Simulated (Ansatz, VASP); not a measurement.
**AlN: VASP beside Ansatz**

Contents of INCAR:

```
SYSTEM = AlN
ALGO = Normal
EDIFF = 1E-6
ENCUT = 600
GGA = CA
GGA_COMPAT = .False.
ISIF = 2
ISMEAR = -1
LASPH = .True.
LCHARG = .False.
LREAL = .False.
LWAVE = .False.
NBANDS = 16
NELM = 120
PREC = Accurate
SIGMA = 0.2
```

KPOINTS

```
k-points
0
Gamma
  12 12 6
  0 0 0
```

POSCAR

```
AlN
1.0
    3.3755762730      0.0015933296     -0.0281843949
   -1.6864082726      2.8520027324     -0.0066579280
   -0.0356339990     -0.0302932552      4.2430394457
Al N
2 2
Direct
    0.4586595860      0.7208913607      0.7204983735
    0.5984847084      0.4130585559      0.2347972184
    0.3167480597      0.6239492690      0.2915061583
    0.6261076459      0.2421008144      0.7531982498
```

Input for Ansatz:

```yaml
crystal:
  lattice:
    - [3.375576273, 0.0015933296, -0.0281843949]
    - [-1.6864082726, 2.8520027324, -0.006657928]
    - [-0.035633999, -0.0302932552, 4.2430394457]
  atoms:
    - { symbol: Al, position: [0.458659586, 0.7208913607, 0.7204983735] }
    - { symbol: Al, position: [0.5984847084, 0.4130585559, 0.2347972184] }
    - { symbol: "N", position: [0.3167480597, 0.623949269, 0.2915061583] }
    - { symbol: "N", position: [0.6261076459, 0.2421008144, 0.7531982498] }
basis:
  ecutwfc: 420
kpoints:
  mp_grid: { grid: [12, 12, 6] }
hamiltonian:
  xc: lda
scf:
  occupations: { method: fermi_dirac, width: 0.2 }
output:
  forces: true
  stress: true
  eigenvalues: true
```

Change from the starting cell: all atoms moved at random (sigma 0.15 Å a component), cell strained at random (sigma 0.01).

Alike in both runs: task single point; functional LDA; k mesh 12 × 12 × 6; occupations fermi-dirac, width 0.2 eV; no spin polarisation.

```csv
,VASP,Ansatz
version,VASP 6.6.1,Ansatz 0.2.0
potentials or method,"VASP PAW LDA potentials, release 64 (Al, N), cutoff 600 eV","scalar-relativistic, plane waves, PAW"
valence electrons in the cell,16,16
```

Ansatz gave:

- gap on the k mesh at the Fermi level (eV): 2.80
- least direct gap on the mesh (eV): 2.80
- pressure (GPa): 38.9
- traceless stress, the component that is largest in VASP (GPa): -44.36
- rms of the force components (eV/Å): 8.810

**Question.** What did VASP give for the same quantities?

**Answer.** gap on the k mesh at the Fermi level (eV): 2.80; least direct gap on the mesh (eV): 2.80; pressure (GPa): 40.1; traceless stress, the component that is largest in VASP (GPa): -45.39; rms of the force components (eV/Å): 8.952.

LDA's correlation is that of Perdew and Zunger in VASP and of Perdew and Wang (1992) in Ansatz. Atom by atom the forces differ by 0.145 eV/Å (rms over components). Both programs put the cell under a high pressure, so it lies far from rest at this level.
